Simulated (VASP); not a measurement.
# Hg (Fm-3m) in VASP: settings compared

Aim: see how the results for Hg move with the level of theory and the settings. Levels: PBEsol, LDA. Tasks: single point.

All numbers are computed with VASP 6.6.1; they aren't measurements. Logs are shortened: lines on timing, memory, paths and dates and some standing lists are left out, and cuts for length are marked.

### 1 The cell of the first run

It takes space group Fm-3m (No. 225, cubic). Conventional cell: a = 4.784 Å, b = 4.784 Å, c = 4.784 Å, α = 90.00°, β = 90.00°, γ = 90.00°. Hg (site symmetry m-3m) has 12 Hg at 3.38 Å within 4.4 Å.

### 2 Single point, PBEsol (one atom moved)

File INCAR:

```
SYSTEM = Hg
ALGO = Normal
EDIFF = 1E-6
ENCUT = 500
GGA = PS
GGA_COMPAT = .False.
ISIF = 2
ISMEAR = 0
LASPH = .True.
LCHARG = .False.
LREAL = .False.
LWAVE = .False.
NBANDS = 12
NELM = 120
PREC = Accurate
SIGMA = 0.05
```

File KPOINTS:

```
k-points
0
Gamma
  12 12 12
  0 0 0
```

File POSCAR:

```
Hg
1.0
    0.0000000000      2.3919113801      2.3919113801
    2.3919113801      0.0000000000      2.3919113801
    2.3919113801      2.3919113801      0.0000000000
Hg
1
Direct
   -0.1094668482     -0.0387995144      0.0811798471
```

Potentials or basis: VASP PAW PBE potentials, release 64 (Hg).

Started as:

```console
> cat potpaw_PBE.64/Hg/POTCAR > POTCAR
> mpirun -np 1 vasp_std > vasp.out
```

OUTCAR:

```text
SYSTEM = Hg
   EDIFF = 1E-6
   ENCUT = 500
   GGA = PS
   ISIF = 2
   ISMEAR = 0
   LASPH = .True.
   LREAL = .False.
   NELM = 120
   PREC = Accurate

 ion  position               nearest neighbor table
   1  0.891  0.961  0.081-

  LATTYP: Found a face centered cubic cell.
 ALAT       =     4.7838227602

  Lattice vectors:

 A1 = (   0.0000000000,   2.3919113801,   2.3919113801)
 A2 = (   2.3919113801,   0.0000000000,   2.3919113801)
 A3 = (   2.3919113801,   2.3919113801,   0.0000000000)

Analysis of symmetry for initial positions (statically):
=====================================================================
 Subroutine PRICEL returns:
 Original cell was already a primitive cell.

 Routine SETGRP: Setting up the symmetry group for a
 face centered cubic supercell.

 Subroutine GETGRP returns: Found 48 space group operations
 (whereof  1 operations were pure point group operations)
 out of a pool of 48 trial point group operations.

The static configuration has the point symmetry C_1 .
 The point group associated with its full space group is O_h .

Analysis of symmetry for dynamics (positions and initial velocities):
=====================================================================
 Subroutine PRICEL returns:
 Original cell was already a primitive cell.

 Routine SETGRP: Setting up the symmetry group for a
 face centered cubic supercell.

 Subroutine GETGRP returns: Found 48 space group operations
 (whereof  1 operations were pure point group operations)
 out of a pool of 48 trial point group operations.

The dynamic configuration has the point symmetry C_1 .
 The point group associated with its full space group is O_h .

 Subroutine INISYM returns: Found 48 space group operations
 (whereof  1 operations are pure point group operations),
 and found     1 'primitive' translations

----------------------------------------------------------------------------------------

                                     Primitive cell

  volume of cell :      27.3694

  direct lattice vectors                    reciprocal lattice vectors
     0.000000000  2.391911380  2.391911380    -0.209037845  0.209037845  0.209037845
     2.391911380  0.000000000  2.391911380     0.209037845 -0.209037845  0.209037845
     2.391911380  2.391911380  0.000000000     0.209037845  0.209037845 -0.209037845

  length of vectors
     3.382673514  3.382673514  3.382673514     0.362064168  0.362064168  0.362064168

  position of ions in fractional coordinates (direct lattice)
[... 80 lines left out ...]
   NSW    =      0    number of steps for IOM
   IBRION =     -1    ionic relax: 0-MD 1-quasi-New 2-CG
   NFREE  =      0    steps in history (QN), initial steepest desc. (CG)
   ISIF   =      2    stress and relaxation
   ISYM   =      2    0-nonsym 1-usesym 2-fastsym
   POTIM  = 0.5000    time-step for ionic-motion
   TEBEG  =    0.0;   TEEND  =   0.0 temperature during run
   PSTRESS=    0.0 pullay stress
   NELECT =      12.0000    total number of electrons
   NUPDOWN=      -1.0000    fix difference up-down
   EMIN   =  10.00;   EMAX   =-10.00  energy-range for DOS
   EFERMI =   0.00;   METHOD = LEGACY
   ISMEAR =     0;   SIGMA  =   0.05  broadening in eV -4-tet -1-fermi 0-gaus
   EFERMI_NEDOS =   21; number of points for ismear=-14 and -15
   IALGO  =     38    algorithm
   IMIX   =      4    mixing-type and parameters
     AMIX     =   0.40;   BMIX     =  1.00
     AMIX_MAG =   1.60;   BMIX_MAG =  1.00
  volume/ion in A,a.u.               =      27.37       184.70
  Fermi-wavevector in a.u.,A,eV,Ry     =   1.243694  2.350241 21.045144  1.546774
  Thomas-Fermi vector in A             =   2.377993
   LORBIT       =      0    0 simple, 1 ext, 2 COOP (PROOUT), +10 PAW based schemes
   GGA     = PS    functional components
   LHFCALC =     F    Hartree Fock is set to
   AEXX    =    0.0000 exact exchange contribution
   IVDW    =     0    specifies the selected vdW correction
   LEPSILON=     F    determine dielectric tensor
   LRPA    =     F    only Hartree local field effects (RPA)
 non-spin polarized calculation
 Gauss-broadening in eV      SIGMA  =   0.05
  energy-cutoff  :      500.00
  volume of cell :       27.37
 maximum number of plane-waves:       725
 NGX is ok and might be reduce to    28
   NGX = 13   NGY = 13   NGZ = 13

 number of electron      12.0000000 magnetization

 Free energy of the ion-electron system (eV)
  ---------------------------------------------------
  ext. energy  EPLUGINS =         0.00000000
  ---------------------------------------------------
  free energy    TOTEN  =        -0.50733051 eV

  energy without entropy =       -0.50692712  energy(sigma->0) =       -0.50712881

 E-fermi :   1.1122     XC(G=0): -10.2542

 val. band max:        1.0880560183   @ k =  -0.4167   0.1667   0.0833
 cond. band min:       1.2787707816   @ k =  -0.4167   0.4167   0.0000
 fundamental gap:      0.1907147633
 Fermi energy:         1.1122395535

 k-point     1 :       0.0000    0.0000    0.0000
  band No.  band energies     occupation
      1      -6.4936      2.00000
      2      -5.0751      2.00000
      3      -5.0751      2.00000
      4      -5.0751      2.00000
      5      -4.6032      2.00000
      6      -4.6032      2.00000
      7      14.6387      0.00000
      8      14.8655      0.00000
      9      14.8655      0.00000
     10      14.8655      0.00000
     11      18.6718      0.00000
     12      19.6676      0.00000
[... 331 lines left out ...]
 k-point    24 :      -0.4167    0.1667    0.0000
  band No.  band energies     occupation
      1      -5.5329      2.00000
      2      -5.1337      2.00000
      3      -4.8902      2.00000
      4      -4.5134      2.00000
      5      -4.2627      2.00000
      6      -0.4291      2.00000
      7       1.5832      0.00000
      8       8.8892      0.00000
      9      11.6393      0.00000
     10      13.5029      0.00000
     11      18.9658      0.00000
     12      19.5214      0.00000

 [... further k-points ...]
[... 5 lines left out ...]
  --------------------------------------------------------------------------------------
  -------------------------------------------------------------------------------------
  Total       -0.5179293     -0.5179293     -0.5179293      0.0000000     -0.0000000      0.0000000
  in kB      -30.3190663    -30.3190663    -30.3190663      0.0000000     -0.0000000      0.0000000
  external PRESSURE =     -30.3190663 kB  Pullay stress =       0.0000000 kB

 VOLUME and BASIS-vectors are now :
 -----------------------------------------------------------------------------
  energy-cutoff  :      500.00
  volume of cell :       27.37
      direct lattice vectors                 reciprocal lattice vectors
     0.000000000  2.391911380  2.391911380    -0.209037845  0.209037845  0.209037845
     2.391911380  0.000000000  2.391911380     0.209037845 -0.209037845  0.209037845
     2.391911380  2.391911380  0.000000000     0.209037845  0.209037845 -0.209037845

 POSITION                                       TOTAL-FORCE (eV/Angst)
 -----------------------------------------------------------------------------------
      2.49328      2.32425      4.42918         0.000000      0.000000      0.000000
 -----------------------------------------------------------------------------------
    total drift:                               -0.000002     -0.000002      0.000002

  FREE ENERGIE OF THE ION-ELECTRON SYSTEM (eV)
  ---------------------------------------------------
  free  energy   TOTEN  =        -0.5073305050 eV

  energy  without entropy=       -0.5069271189  energy(sigma->0) =       -0.50712881
```

OSZICAR:

```text
N       E                     dE             d eps       ncg     rms          rms(c)
DAV:   1     0.692229260930E+02    0.69223E+02   -0.57681E+03  1736   0.897E+02
DAV:   2     0.666083612649E+00   -0.68557E+02   -0.64821E+02  1892   0.221E+02
DAV:   3    -0.539352007690E+00   -0.12054E+01   -0.12048E+01  2092   0.323E+01
DAV:   4    -0.540462952019E+00   -0.11109E-02   -0.11109E-02  1948   0.103E+00
DAV:   5    -0.540464741039E+00   -0.17890E-05   -0.17890E-05  2112   0.398E-02    0.216E+00
DAV:   6    -0.509580760389E+00    0.30884E-01   -0.78308E-02  2044   0.310E+00    0.180E+00
DAV:   7    -0.507450120268E+00    0.21306E-02   -0.74319E-03  2060   0.802E-01    0.955E-01
DAV:   8    -0.507313313791E+00    0.13681E-03   -0.70142E-04  1880   0.336E-01    0.345E-02
DAV:   9    -0.507326739356E+00   -0.13426E-04   -0.64542E-06  2096   0.223E-02    0.953E-03
DAV:  10    -0.507330546679E+00   -0.38073E-05   -0.31797E-06  1840   0.198E-02    0.735E-04
DAV:  11    -0.507330505045E+00    0.41634E-07   -0.21362E-08  1036   0.112E-03
   1 F= -.50733051E+00 E0= -.50712881E+00  d E =-.403386E-03
```

stdout:

```text
POSCAR found type information on POSCAR Hg
 POSCAR found :  1 types and       1 ions
 scaLAPACK will be used
 -----------------------------------------------------------------------------
|                                                                             |
|                                                                             |
|     You enforced a specific xc type in the INCAR file but a different       |
|     I HOPE YOU KNOW WHAT YOU ARE DOING!                                     |
|                                                                             |
 -----------------------------------------------------------------------------

 LDA part: xc-table for (Slater+PW92), standard interpolation
 POSCAR, INCAR and KPOINTS ok, starting setup
 FFT: planning ... GRIDC
 FFT: planning ... GRID_SOFT
 FFT: planning ... GRID
 WAVECAR not read
 entering main loop
```

It took 9 s on 1 thread of Intel Xeon 6975P-C (Granite Rapids), shared host; peak memory 0.17 GiB.

Results:

| Quantity | Value |
| --- | --- |
| Free energy | -0.5073 eV |
| Pressure | -3.0 GPa |
| Band gap on the k mesh | zero (band 6 reaches 1.36 eV, above the bottom of band 7 at 0.41 eV) |

Caveat: the cell differs from its parent crystal (one atom moved); the PAW data sets were made with another functional, which shifts forces and pressure a little; spin-orbit coupling is left out, which moves the levels of the heavy elements.

### 3 Single point, PBEsol (one atom moved)

File INCAR:

```
  PREC = Accurate
  ENCUT = 500
  EDIFF = 1E-6
  ISMEAR = 0
  SIGMA = 0.05
  LREAL = False
  LASPH = True
  NELM = 120
  ALGO = Normal
  ISIF = 2
  LWAVE = False
  LCHARG = False
  GGA = PS
  NBANDS = 12
  GGA_COMPAT = False
```

File KPOINTS:

```
Automatic mesh
0
Gamma
  12 12 12
```

POSCAR, as its differences from that of step 2:

```diff
@@ -8,2 +8,2 @@
 Direct
-   -0.1094668482     -0.0387995144      0.0811798471
+   -0.0783891918      0.0783891918      0.0783891918
```

Potentials or basis: VASP PAW PBE potentials, release 64 (Hg).

Started as:

```console
> cat potpaw_PBE.64/Hg/POTCAR > POTCAR
> mpirun -np 1 vasp_std > vasp.out
```

OUTCAR:

```text
PREC = Accurate
   ENCUT = 500
   EDIFF = 1E-6
   ISMEAR = 0
   LREAL = False
   LASPH = True
   NELM = 120
   ISIF = 2
   GGA = PS

 ion  position               nearest neighbor table
   1  0.922  0.078  0.078-

  LATTYP: Found a face centered cubic cell.
 ALAT       =     4.7838227602

  Lattice vectors:

 A1 = (   0.0000000000,   2.3919113801,   2.3919113801)
 A2 = (   2.3919113801,   0.0000000000,   2.3919113801)
 A3 = (   2.3919113801,   2.3919113801,   0.0000000000)

Analysis of symmetry for initial positions (statically):
=====================================================================
 Subroutine PRICEL returns:
 Original cell was already a primitive cell.

 Routine SETGRP: Setting up the symmetry group for a
 face centered cubic supercell.

 Subroutine GETGRP returns: Found 48 space group operations
 (whereof  8 operations were pure point group operations)
 out of a pool of 48 trial point group operations.

The static configuration has the point symmetry C_4v.
 The point group associated with its full space group is O_h .

Analysis of symmetry for dynamics (positions and initial velocities):
[... 171 lines left out ...]
      4      -5.0751      2.00000
      5      -4.6032      2.00000
      6      -4.6032      2.00000
      7      14.6387      0.00000
      8      14.8655      0.00000
      9      14.8655      0.00000
     10      14.8655      0.00000
     11      18.6718      0.00000
     12      19.6676      0.00000
[... 331 lines left out ...]
 k-point    24 :      -0.4167    0.1667    0.0000
  band No.  band energies     occupation
      1      -5.5329      2.00000
      2      -5.1337      2.00000
      3      -4.8902      2.00000
      4      -4.5134      2.00000
      5      -4.2627      2.00000
      6      -0.4291      2.00000
      7       1.5832      0.00000
      8       8.8892      0.00000
      9      11.6393      0.00000
     10      13.5029      0.00000
     11      18.9658      0.00000
     12      19.5214      0.00000

 [... further k-points ...]

------------------------ aborting loop because EDIFF is reached ----------------------------------------

  FORCE on cell =-STRESS in cart. coord.  units (eV):
  Direction    XX          YY          ZZ          XY          YZ          ZX
  --------------------------------------------------------------------------------------
  -------------------------------------------------------------------------------------
  Total       -0.5179290     -0.5179290     -0.5179290     -0.0000000      0.0000000      0.0000000
  in kB      -30.3190496    -30.3190496    -30.3190496     -0.0000000      0.0000000      0.0000000
  external PRESSURE =     -30.3190496 kB  Pullay stress =       0.0000000 kB

 VOLUME and BASIS-vectors are now :
 -----------------------------------------------------------------------------
  energy-cutoff  :      500.00
  volume of cell :       27.37
      direct lattice vectors                 reciprocal lattice vectors
     0.000000000  2.391911380  2.391911380    -0.209037845  0.209037845  0.209037845
     2.391911380  0.000000000  2.391911380     0.209037845 -0.209037845  0.209037845
     2.391911380  2.391911380  0.000000000     0.209037845  0.209037845 -0.209037845

 POSITION                                       TOTAL-FORCE (eV/Angst)
 -----------------------------------------------------------------------------------
      0.37500      2.39191      2.39191         0.000000      0.000000      0.000000
 -----------------------------------------------------------------------------------
    total drift:                               -0.000001      0.000000      0.000000

  FREE ENERGIE OF THE ION-ELECTRON SYSTEM (eV)
  ---------------------------------------------------
  free  energy   TOTEN  =        -0.5073318672 eV

  energy  without entropy=       -0.5069284803  energy(sigma->0) =       -0.50713017
```

OSZICAR:

```text
N       E                     dE             d eps       ncg     rms          rms(c)
DAV:   1     0.682736487788E+02    0.68274E+02   -0.58059E+03  1736   0.895E+02
DAV:   2     0.652843607538E+00   -0.67621E+02   -0.64139E+02  1876   0.220E+02
DAV:   3    -0.539359462311E+00   -0.11922E+01   -0.11915E+01  2084   0.322E+01
DAV:   4    -0.540464314695E+00   -0.11049E-02   -0.11048E-02  1956   0.103E+00
DAV:   5    -0.540466071276E+00   -0.17566E-05   -0.17564E-05  2092   0.400E-02    0.216E+00
DAV:   6    -0.509580111453E+00    0.30886E-01   -0.78323E-02  2060   0.310E+00    0.180E+00
DAV:   7    -0.507451526640E+00    0.21286E-02   -0.74766E-03  2060   0.803E-01    0.955E-01
DAV:   8    -0.507314738862E+00    0.13679E-03   -0.70354E-04  1908   0.337E-01    0.349E-02
DAV:   9    -0.507328090666E+00   -0.13352E-04   -0.66612E-06  2096   0.230E-02    0.975E-03
DAV:  10    -0.507331909350E+00   -0.38187E-05   -0.32634E-06  1880   0.202E-02    0.743E-04
DAV:  11    -0.507331867218E+00    0.42133E-07   -0.21577E-08  1016   0.113E-03
   1 F= -.50733187E+00 E0= -.50713017E+00  d E =-.403387E-03
```

stdout:

```text
POSCAR found type information on POSCAR Hg
 POSCAR found :  1 types and       1 ions
 scaLAPACK will be used
 -----------------------------------------------------------------------------
|                                                                             |
|                                                                             |
|     You enforced a specific xc type in the INCAR file but a different       |
|     I HOPE YOU KNOW WHAT YOU ARE DOING!                                     |
|                                                                             |
 -----------------------------------------------------------------------------

 LDA part: xc-table for (Slater+PW92), standard interpolation
 POSCAR, INCAR and KPOINTS ok, starting setup
 FFT: planning ... GRIDC
 FFT: planning ... GRID_SOFT
 FFT: planning ... GRID
 WAVECAR not read
 entering main loop
```

Wall time 9.1 s (1 thread of Intel Xeon 6975P-C (Granite Rapids), shared host); peak memory 0.17 GiB.

What came out:

- Free energy: -0.5073 eV
- Pressure: -3.0 GPa
- Band gap on the k mesh: zero (band 6 reaches 1.36 eV, above the bottom of band 7 at 0.41 eV)

Levels at points of the mesh, in eV from the Fermi level:
| k point | band 2 | band 3 | band 4 | band 5 | band 6 | band 7 | band 8 | band 9 | band 10 | band 11 |
| --- | --- | --- | --- | --- | --- | --- | --- | --- | --- | --- |
| (0.00, 0.00, 0.00) | -6.19 | -6.19 | -6.19 | -5.72 | -5.72 | 13.53 | 13.75 | 13.75 | 13.75 | 17.56 |
| (0.50, 0.00, 0.00) | -6.18 | -6.18 | -5.31 | -5.31 | -1.54 | -0.70 | 11.59 | 11.59 | 12.80 | 16.40 |
| (0.50, 0.50, 0.00) | -6.83 | -5.34 | -5.21 | -5.21 | 0.24 | 0.53 | 6.88 | 6.88 | 10.68 | 12.28 |

Caveat: the cell differs from its parent crystal (one atom moved); the PAW data sets were made with another functional, which shifts forces and pressure a little; spin-orbit coupling is left out, which moves the levels of the heavy elements.

(Part 1 of 2 ends here.)
